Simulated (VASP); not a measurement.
Set up this calculation in VASP 6.6.1, as the native input.

| Property | Result |
| --- | --- |
| Task | single point |
| Functional | PBE |
| Potentials or basis | VASP PAW PBE potentials, release 64 (Ga_d) |
| Cutoff | 520 eV |
| k mesh | 6 × 6 × 4 |
| Occupations | gaussian, width 0.1 eV |
| Spin | no spin polarisation |
| Dipole correction | no |
| Further INCAR settings | ALGO = Normal; EDIFF = 1e-07; NBANDS = 20 |

The structure of Ga lies in POSCAR:

```
Ga
1.0
    2.7784220849      0.0000000000      0.0000000000
    0.0000000000      3.2816087900      0.0000000000
   -1.3434310986      0.0000000000      3.9902731763
Ga
2
Direct
    0.8654037300      0.2500000000      0.2298331700
    0.1345962700      0.7500000000      0.7701668300
```

One way to write it, as run:

INCAR

```
ALGO = Normal
EDIFF = 1E-7
ENCUT = 520
GGA = PE
ISIF = 2
ISMEAR = 0
LASPH = True
LCHARG = True
LELF = True
LREAL = False
LVHAR = True
LWAVE = False
NBANDS = 20
NELM = 100
PREC = Accurate
SIGMA = 0.1
```

KPOINTS

```
k-points
0
Gamma
  6 6 4
```

Potentials or basis: VASP PAW PBE potentials, release 64 (Ga_d).

Launch:

```bash
$ cat potpaw_PBE.64/Ga_d/POTCAR > POTCAR
$ mpirun -np 1 vasp_std > vasp.out
```

It gave:

| Property | Result |
| --- | --- |
| Pressure | 3.1 GPa |
| Largest force | 0.017 eV/Å |
| Band gap on the k mesh | zero (band 13 reaches 9.88 eV, above the bottom of band 14 at 1.46 eV) |

Caveat: the k points lie up to 0.40 Å⁻¹ apart.

It took 47 s on 1 thread of AMD EPYC 7R43 64-Core Processor (Zen 3), with other jobs on the host, peak memory 0.13 GiB.
